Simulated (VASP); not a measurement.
Set up this calculation in VASP 6.6.1, as the native input.

```
Task                   : relaxation of cell and atoms
Functional             : r2SCAN
Potentials or basis    : VASP PAW PBE potentials, release 64 (Ti_sv, Ni)
Cutoff                 : 600 eV
k mesh                 : 14 × 14 × 14
Occupations            : gaussian, width 0.1 eV
Spin                   : no spin polarisation
Target pressure        : 4 GPa
Dipole correction      : no
Further INCAR settings : ALGO = Normal; EDIFF = 1e-06; IBRION = 2; EDIFFG = -0.008; NSW = 70; ISIF = 3
```

Crystal: TiNi.

```
Ti Ni
1.0
     2.96655    0.00000    0.00000
     0.00000    2.96655    0.00000
     0.00000    0.00000    2.96655
Ti Ni
1 1
Direct
  0.50000 0.50000 0.50000
  0.00000 0.00000 0.00000
```

These files were run (other wordings do the same):

POSCAR

```
TiNi
1.0
    2.9665485614      0.0000000000      0.0000000000
    0.0000000000      2.9665485614      0.0000000000
    0.0000000000      0.0000000000      2.9665485614
Ti Ni
1 1
Direct
    0.5000000000      0.5000000000      0.5000000000
    0.0000000000      0.0000000000      0.0000000000
```

INCAR.step1

```
  ALGO = Normal
  EDIFF = 1E-4
  ENCUT = 600
  GGA = PE
  ISMEAR = 0
  LASPH = T
  LCHARG = F
  LREAL = F
  LWAVE = T
  NELM = 60
  PREC = Accurate
  SIGMA = 0.1
```

INCAR.step2

```
  ALGO = Normal
  EDIFF = 1E-6
  EDIFFG = -0.008
  ENCUT = 600
  IBRION = 2
  ISIF = 3
  ISMEAR = 0
  ISTART = 1
  LASPH = T
  LCHARG = F
  LMIXTAU = T
  LREAL = F
  LWAVE = F
  METAGGA = R2SCAN
  NELM = 60
  NSW = 70
  PREC = Accurate
  PSTRESS = 40.0
  SIGMA = 0.1
```

KPOINTS

```
k-points
0
Gamma
  14 14 14
```

Potentials or basis: VASP PAW PBE potentials, release 64 (Ti_sv, Ni).

Run with:

```sh
$ cat potpaw_PBE.64/Ti_sv/POTCAR potpaw_PBE.64/Ni/POTCAR > POTCAR
$ cp INCAR.step1 INCAR
$ mpirun -np 1 vasp_std > vasp.out
$ cp INCAR.step2 INCAR
$ mpirun -np 1 vasp_std > vasp.out
```

It gave:

```json
{
  "Relaxed volume": "13.09 Å³/atom",
  "Relaxed cell": "a = 2.969 Å, b = 2.969 Å, c = 2.969 Å, α = 90.00°, β = 90.00°, γ = 90.00°",
  "Space group after relaxing (to 0.05 Å)": "Pm-3m (No. 221)",
  "Energy change on relaxing (the enthalpy is what falls)": "-1.0 meV/atom",
  "Ionic steps": "3",
  "Pressure after relaxing": "3.9 GPa",
  "Band gap on the k mesh": "zero (band 11 reaches 10.38 eV, above the bottom of band 12 at 8.51 eV)"
}
```

Caveat: the cell is relaxed towards a set pressure, so the enthalpy falls and the energy may rise; the PAW data sets were made with another functional, which shifts forces and pressure a little.

Wall time 4 min on 1 thread of Intel(R) Xeon(R) Platinum 8375C CPU @ 2.90GHz (Ice Lake), with other jobs on the host, peak memory 0.2 GiB.
